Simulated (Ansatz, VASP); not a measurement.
## One calculation of HgH, two programs

```
CELL_PARAMETERS angstrom
3.54425 0.00000 0.00000
-1.77213 3.06941 0.00000
0.00000 0.00000 5.40150
ATOMIC_POSITIONS crystal
Hg 0.33333 0.66667 0.75000
Hg 0.66667 0.33333 0.25000
H 0.00000 0.00000 0.00000
H 0.00000 0.00000 0.50000
```

Alike in both runs: task relaxation of cell and atoms; functional PBE; k mesh 15 × 15 × 10; occupations gaussian, width 0.1 eV; no spin polarisation.

```csv
,VASP,Ansatz
version,VASP 6.6.1,Ansatz 0.2.0
potentials or method,"VASP PAW PBE potentials, release 64 (Hg, H), cutoff 600 eV","scalar-relativistic, plane waves, PAW"
valence electrons in the cell,26,42
```

Ansatz gave:

* gap on the k mesh at the Fermi level, each at its own relaxed structure (eV): none
* relaxed volume (Å³/atom): 14.72
* relaxed cell length with the largest relative difference (Å): 5.556

Question: Which values does VASP return?

Answer: gap on the k mesh at the Fermi level, each at its own relaxed structure (eV): none; relaxed volume (Å³/atom): 14.77; relaxed cell length with the largest relative difference (Å): 5.416.

A gap of «none» marks a metal or a gap that the smearing closes. VASP's potentials hold 26 valence electrons a cell and Ansatz's 42, so a difference there can come from the potentials and not from the codes.

Neither program's run includes spin-orbit coupling.
